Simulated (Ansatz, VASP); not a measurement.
Mn in VASP and in Ansatz

```
Mn
1.0
     0.00000    1.89872    1.89872
     1.89872    0.00000    1.89872
     1.89872    1.89872    0.00000
Mn
1
Direct
  0.00000 0.00000 0.00000
```

Alike in both runs: task single point; functional PBE; k mesh 8 × 8 × 8; occupations gaussian, width 0.1 eV; collinear spin.

|  | VASP | Ansatz |
| --- | --- | --- |
| version | VASP 6.6.1 | Ansatz 0.2.0 |
| potentials or method | VASP PAW PBE potentials, release 64 (Mn_pv), cutoff 500 eV | scalar-relativistic, plane waves, PAW |
| valence electrons in the cell | 13 | 15 |

```csv
,VASP,Ansatz,Ansatz less VASP
gap on the k mesh at the Fermi level (eV),none,none,-
pressure (GPa),-27.5,-27.7,-0.21
net moment per atom (μB),1.64,1.63,-0.011
size of the moment on the site where the two differ most (μB),1.64,1.63,-0.005
```

Site moments also hang on the region over which each program counts them. A gap of «none» marks a metal or a gap that the smearing closes. VASP's potentials hold 13 valence electrons a cell and Ansatz's 15, so a difference there can come from the potentials and not from the codes.
